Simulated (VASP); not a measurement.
Wanted: the native input for a VASP 6.6.1 run.

```yaml
Task: single point
Functional: LDA
Potentials_or_basis: VASP PAW LDA potentials, release 64 (Sr_sv)
Cutoff: 520 eV
k_mesh: 10 × 10 × 5
Occupations: fermi-dirac, width 0.08 eV
Spin: no spin polarisation
Dipole_correction: no
Further_INCAR_settings: ALGO = Normal; EDIFF = 1e-06; NBANDS = 17
```

The structure of Sr lies in POSCAR:

```
Sr
1.0
    4.3667172541      0.0000000000      0.0000000000
   -2.1833586271      3.7816880731      0.0000000000
    0.0000000000      0.0000000000      7.1427737969
Sr
2
Direct
    0.3333333333      0.6666666667      0.2500000000
    0.6666666667      0.3333333333      0.7500000000
```

This cell differs from its parent crystal: volume scaled by 1.04.

One way to write it, as run:

INCAR

```
SYSTEM = Sr
  PREC = Accurate
  ENCUT = 520
  EDIFF = 1E-6
  ISMEAR = -1
  SIGMA = 0.08
  LREAL = .False.
  LASPH = .True.
  NELM = 100
  ALGO = Normal
  ISIF = 2
  LWAVE = .False.
  LCHARG = .True.
  GGA = CA
  LELF = .True.
  LVHAR = .True.
  NBANDS = 17
```

KPOINTS

```
regular mesh
0
Gamma
  10 10 5
  0 0 0
```

Potentials or basis: VASP PAW LDA potentials, release 64 (Sr_sv).

Launch:

```bash
$ cat potpaw_LDA.64/Sr_sv/POTCAR > POTCAR
$ mpirun -np 1 vasp_std > vasp.out
```

Results of the run:

```yaml
Pressure: -1.9 GPa
Band_gap_on_the_k_mesh: zero (band 10 reaches 1.31 eV, above the bottom of band 11 at 1.20 eV)
```

Run time: 35 s on 1 thread of AMD EPYC 9R45 96-Core Processor (Zen 5) (shared host), peak memory 0.19 GiB.
